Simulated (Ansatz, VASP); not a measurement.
**SrCaZnC6N6 in VASP and in Ansatz**

```
Sr Ca Zn C N
1.0
     0.00000    5.75044    5.75044
     5.75044    0.00000    5.75044
     5.75044    5.75044    0.00000
Sr Ca Zn C N
1 1 1 6 6
Direct
  0.25000 0.25000 0.25000
  0.50000 0.50000 0.50000
  0.00000 0.00000 0.00000
  0.80929 0.19071 0.19071
  0.80929 0.19071 0.80929
  0.80929 0.80929 0.19071
  0.19071 0.80929 0.80929
  0.19071 0.80929 0.19071
  0.19071 0.19071 0.80929
  0.70743 0.29257 0.29257
  0.70743 0.29257 0.70743
  0.70743 0.70743 0.29257
  0.29257 0.70743 0.70743
  0.29257 0.70743 0.29257
  0.29257 0.29257 0.70743
```

Alike in both runs: functional PBE; k mesh 4 × 4 × 4; occupations gaussian, width 0.02 eV; no spin polarisation.

Ansatz relaxed the structure, and its values are those at the end. VASP's run is a single point on that final structure, the one shown.

|  | VASP | Ansatz |
| --- | --- | --- |
| version | VASP 6.6.1 | Ansatz 0.2.0 |
| potentials or method | VASP PAW PBE potentials, release 64 (Sr_sv, Ca_sv, Zn, C, N), cutoff 520 eV | scalar-relativistic, plane waves, PAW |
| valence electrons in the cell | 86 | 86 |

Ansatz gave:

| Property | Result |
| --- | --- |
| gap on the k mesh at the Fermi level (eV) | 1.61 |
| least direct gap on the mesh (eV) | 1.68 |
| pressure (GPa) | 0.0 |
| rms of the force components (eV/Å) | 0.002 |

Task: Estimate VASP's values.

Result: gap on the k mesh at the Fermi level (eV): 1.61; least direct gap on the mesh (eV): 1.68; pressure (GPa): 0.4; rms of the force components (eV/Å): 0.198.

One of these differences is far larger than is usual between the two programs; its cause wasn't traced. The functional is the same, so the differences come from potentials, cutoffs and numerics. Ansatz's warnings: xc potential rough in thin density.

Noted on VASP's run: the standard files for N, O and F lose accuracy on very short bonds.
